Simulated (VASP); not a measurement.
A run of VASP 6.6.1 is set up as follows.

The input INCAR:

```
  ALGO = Normal
  EDIFF = 1E-7
  ENCUT = 520
  GGA = PS
  ISIF = 2
  ISMEAR = -1
  ISPIN = 2
  LASPH = True
  LCHARG = False
  LORBIT = 11
  LREAL = Auto
  LWAVE = False
  MAGMOM = 0 0 0 0 0 0 0 0 0 0 0 0 0 0 0 0 0 0 0 0 0 0 0 0 0 0 0 0 0 0 0 0 0 0 0 0 0 0 0.5 0 0.5 0 0 0 0 0 0 0 0 0.5 0 0 0 0 0 0 0 0 0 0.5 0 0 0
  NBANDS = 167
  NELECT = 254.0
  NELM = 150
  PREC = Accurate
  SIGMA = 0.05
```

The input KPOINTS:

```
k-points
0
Gamma
  1 1 1
```

File POSCAR:

```
Si31C32
1.0
    8.7137060000      0.0000000000      0.0000000000
    0.0000000000      8.7137060000      0.0000000000
    0.0000000000      0.0000000000      8.7137060000
Si C
31 32
Direct
    0.9995490000      0.9991620000      0.9997380000
    0.9999020000      0.9995810000      0.4996890000
    0.9999250000      0.4990850000      0.0001340000
    0.9995940000      0.4990750000      0.4996260000
    0.4994880000      0.9995600000      0.0001100000
    0.4994130000      0.9992150000      0.4996020000
    0.4994220000      0.4990100000      0.9997220000
    0.2508160000      0.2504450000      0.9992800000
    0.2516650000      0.2512830000      0.4987660000
    0.2510140000      0.7504260000      0.0000440000
    0.2515840000      0.7490990000      0.5003500000
    0.7508460000      0.2506260000      0.0000780000
    0.7494300000      0.2512790000      0.5003310000
    0.7509010000      0.7505630000      0.9994520000
    0.7502660000      0.7499140000      0.4992930000
    0.2508260000      0.9986800000      0.2510360000
    0.2510030000      0.9995240000      0.7509940000
    0.2516150000      0.4982340000      0.2517910000
    0.2515920000      0.4997540000      0.7495740000
    0.7507850000      0.9994880000      0.2512090000
    0.7508830000      0.9988860000      0.7511040000
    0.7493630000      0.4997680000      0.2518160000
    0.7502590000      0.4987460000      0.7504300000
    0.9990790000      0.2504830000      0.2510390000
    0.9999150000      0.2506740000      0.7509610000
    0.9999010000      0.7504030000      0.2511640000
    0.9992320000      0.7505540000      0.7511260000
    0.4986690000      0.2512770000      0.2517810000
    0.5001760000      0.2512620000      0.7495580000
    0.5001010000      0.7489950000      0.2517860000
    0.4991580000      0.7498700000      0.7504210000
    0.1251410000      0.1247800000      0.1253230000
    0.1246600000      0.1242840000      0.6255400000
    0.1246700000      0.6249700000      0.1247980000
    0.1247210000      0.6252360000      0.6258470000
    0.6253400000      0.1242710000      0.1247870000
    0.6256290000      0.1243700000      0.6258630000
    0.6256040000      0.6252570000      0.1250460000
    0.6386380000      0.6381810000      0.6387100000
    0.3746770000      0.3743270000      0.1248760000
    0.3636410000      0.3632140000      0.6360770000
    0.3752270000      0.8754940000      0.1247460000
    0.3748230000      0.8748960000      0.6255130000
    0.8758900000      0.3748350000      0.1247420000
    0.8752490000      0.3744360000      0.6255260000
    0.8752460000      0.8748900000      0.1255260000
    0.8762310000      0.8758160000      0.6254100000
    0.3747250000      0.1242830000      0.3748460000
    0.3752260000      0.1241860000      0.8760850000
    0.3634800000      0.6355380000      0.3638250000
    0.3748460000      0.6249470000      0.8754100000
    0.8758580000      0.1241900000      0.3754540000
    0.8752500000      0.1249180000      0.8754020000
    0.8753220000      0.6249150000      0.3749570000
    0.8761700000      0.6248070000      0.8764660000
    0.1246240000      0.3742970000      0.3748860000
    0.1245460000      0.3748900000      0.8760690000
    0.1245350000      0.8755450000      0.3754510000
    0.1253020000      0.8748360000      0.8754330000
    0.6358850000      0.3631880000      0.3638340000
    0.6253240000      0.3744530000      0.8754800000
    0.6252880000      0.8748940000      0.3750240000
    0.6252040000      0.8757990000      0.8764050000
```

Potentials or basis: VASP PAW PBE potentials, release 64 (Si, C).

Command:

```bash
$ cat potpaw_PBE.64/Si/POTCAR potpaw_PBE.64/C/POTCAR > POTCAR
$ mpirun -np 1 vasp_gam > vasp.out
```

Question: Estimate the largest force.

Answer: 0.161 eV/Å.

Question: Estimate the site moments.

Answer: Si +0.00, +0.01, -0.00 (each value once); C +0.01, +0.04, +0.31, +0.00, +0.29, +0.03 (each value once) μB.

Question: What does it give for the net moment?

Answer: 3.62 μB per cell.

Forces on the atoms (eV/Å):
```
Si   0.084  0.087  0.082
Si   0.072  0.067  0.084
Si   0.068  0.088  0.067
Si   0.068  0.082  0.086
Si   0.080  0.066  0.068
Si   0.090  0.073  0.091
Si   0.087  0.097  0.083
Si  -0.075 -0.072  0.073
Si  -0.052 -0.057  0.092
Si  -0.069 -0.093  0.084
Si  -0.063 -0.084  0.056
Si  -0.097 -0.074  0.079
Si  -0.082 -0.068  0.060
Si  -0.090 -0.097  0.091
Si  -0.064 -0.078  0.073
Si  -0.076  0.078 -0.080
Si  -0.073  0.080 -0.091
Si  -0.057  0.089 -0.045
Si  -0.051  0.052 -0.075
Si  -0.094  0.089 -0.072
Si  -0.084  0.076 -0.089
Si  -0.068  0.045 -0.054
Si  -0.071  0.076 -0.064
Si   0.071 -0.086 -0.077
Si   0.080 -0.081 -0.086
Si   0.087 -0.086 -0.069
Si   0.082 -0.100 -0.087
Si   0.081 -0.057 -0.047
Si   0.049 -0.062 -0.066
Si   0.049 -0.071 -0.045
Si   0.076 -0.073 -0.074
C    0.005  0.001  0.010
C   -0.004 -0.002 -0.002
C   -0.006 -0.001 -0.004
C   -0.005  0.006 -0.005
C    0.006 -0.006  0.002
C   -0.001 -0.005 -0.013
C   -0.002 -0.003 -0.026
C   -0.015 -0.007 -0.006
C   -0.009 -0.012 -0.006
C    0.012  0.024  0.022
C    0.010 -0.001 -0.007
C   -0.010  0.001  0.021
C   -0.009  0.014  0.006
C    0.006 -0.001  0.015
C   -0.005 -0.010 -0.001
C   -0.010  0.002  0.003
C   -0.016  0.002 -0.013
C    0.006  0.007 -0.013
C    0.033  0.030  0.014
C   -0.010  0.017  0.003
C   -0.010  0.004 -0.002
C   -0.001  0.004 -0.002
C   -0.009  0.025 -0.001
C   -0.003  0.009 -0.013
C    0.009 -0.005 -0.011
C    0.005  0.001 -0.007
C    0.001 -0.015 -0.002
C    0.002  0.002 -0.004
C    0.028  0.031  0.012
C    0.023 -0.012 -0.005
C    0.021 -0.003 -0.013
C    0.001  0.000 -0.005
```

Caveat: the k points lie up to 0.72 Å⁻¹ apart; the cell carries a net charge on a neutralising background, which shifts energy and pressure; the PAW data sets were made with another functional, which shifts forces and pressure a little.
